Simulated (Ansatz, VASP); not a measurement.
## One calculation of TiSi, two programs

```
Ti Si
1.0
     1.87066   -2.18115    0.00000
     1.87066    2.18115    0.00000
     0.00000    0.00000    3.74687
Ti Si
1 1
Direct
  0.50000 0.50000 0.00000
  0.00000 0.00000 0.50000
```

Change from the starting cell: strain +0.030 along x and y, -0.015 along z, atoms carried along.

Alike in both runs: task single point; functional PBEsol; k mesh 18 × 18 × 12; occupations gaussian, width 0.15 eV; no spin polarisation.

|  | VASP | Ansatz |
| --- | --- | --- |
| version | VASP 6.6.1 | Ansatz 0.2.0 |
| potentials or method | VASP PAW PBE potentials, release 64 (Ti_sv, Si), cutoff 520 eV | scalar-relativistic, plane waves, PAW |
| valence electrons in the cell | 16 | 16 |

```csv
,VASP,Ansatz,Ansatz less VASP
gap on the k mesh at the Fermi level (eV),none,none,-
pressure (GPa),-8.6,-8.7,-0.07
"traceless stress, the component that is largest in VASP (GPa)",2.51,2.46,-0.047
```

VASP's potentials were made for PBE, not for PBEsol. A gap of «none» marks a metal or a gap that the smearing closes.
